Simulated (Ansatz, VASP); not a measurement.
One calculation of Mo, two programs

```
Mo
1.0
     2.76091    0.00000    0.00000
    -1.38046    2.39102    0.00000
     0.00000    0.00000    2.55343
Mo
1
Direct
  0.00000 0.00000 0.00000
```

Alike in both runs: functional PBE; k mesh 6 × 6 × 8; occupations gaussian, width 0.1 eV; no spin polarisation.

Ansatz relaxed the structure, and its values are those at the end. VASP's run is a single point on that final structure, the one shown.

```csv
,VASP,Ansatz
version,VASP 6.6.1,Ansatz 0.2.0
potentials or method,"VASP PAW PBE potentials, release 64 (Mo_sv), cutoff 500 eV","scalar-relativistic, plane waves, PAW"
valence electrons in the cell,14,14
```

```csv
,VASP,Ansatz,Ansatz less VASP
gap on the k mesh at the Fermi level (eV),none,none,-
pressure (GPa),0.5,0.0,-0.48
```

A gap of «none» marks a metal or a gap that the smearing closes. With one functional, cell and mesh, what is left measures potentials, basis and numerics.

The k mesh is coarse, so the values compare programs but aren't converged.
